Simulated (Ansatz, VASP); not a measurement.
## Two plane-wave programs on Be3NiS4

```
Be Ni S
1.0
     4.95870    0.00000    0.00000
     0.00000    4.95870    0.00000
     0.00000    0.00000    4.95870
Be Ni S
3 1 4
Direct
  0.50000 0.50000 0.00000
  0.50000 0.00000 0.50000
  0.00000 0.50000 0.50000
  0.00000 0.00000 0.00000
  0.25944 0.25944 0.25944
  0.25944 0.74056 0.74056
  0.74056 0.25944 0.74056
  0.74056 0.74056 0.25944
```

Alike in both runs: task relaxation of cell and atoms; functional PBE; k mesh 6 × 6 × 6; occupations gaussian, width 0.1 eV; no spin polarisation.

|  | VASP | Ansatz |
| --- | --- | --- |
| version | VASP 6.6.1 | Ansatz 0.2.0 |
| potentials or method | VASP PAW PBE potentials, release 64 (Be, Ni, S), cutoff 600 eV | scalar-relativistic, plane waves, PAW |
| valence electrons in the cell | 40 | 48 |

|  | VASP | Ansatz | Ansatz less VASP |
| --- | --- | --- | --- |
| gap on the k mesh at the Fermi level, each at its own relaxed structure (eV) | none | none | - |
| relaxed volume (Å³/atom) | 15.03 | 15.02 | -0.007 |
| relaxed cell length with the largest relative difference (Å) | 4.936 | 4.935 | -0.0008 |

A gap of «none» marks a metal or a gap that the smearing closes. VASP's potentials hold 40 valence electrons a cell and Ansatz's 48, so a difference there can come from the potentials and not from the codes.
